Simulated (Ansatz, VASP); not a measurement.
**Two plane-wave programs on Na2Bi**

```
Na Bi
1.0
     5.33128    0.00000    0.00000
    -2.66564    4.61702    0.00000
     0.00000    0.00000    3.55242
Na Bi
2 1
Direct
  0.66667 0.33333 0.66460
  0.33333 0.66667 0.33540
  0.00000 0.00000 0.00000
```

Alike in both runs: task single point; functional PBE; k mesh 6 × 6 × 6; occupations gaussian, width 0.1 eV; no spin polarisation.

```csv
,VASP,Ansatz
version,VASP 6.6.1,Ansatz 0.2.0
potentials or method,"VASP PAW PBE potentials, release 64 (Na_pv, Bi_d), cutoff 520 eV","scalar-relativistic, plane waves, PAW"
valence electrons in the cell,29,33
```

|  | VASP | Ansatz | Ansatz less VASP |
| --- | --- | --- | --- |
| gap on the k mesh at the Fermi level (eV) | none | none | - |
| pressure (GPa) | -0.2 | -0.1 | +0.05 |
| traceless stress, the component that is largest in VASP (GPa) | -1.23 | -1.24 | -0.009 |
| rms of the force components (eV/Å) | 0.011 | 0.011 | +0.0002 |

Atom by atom the forces differ by 0.000 eV/Å (rms over components). A gap of «none» marks a metal or a gap that the smearing closes. VASP's potentials hold 29 valence electrons a cell and Ansatz's 33, so a difference there can come from the potentials and not from the codes.

Neither program's run includes spin-orbit coupling.
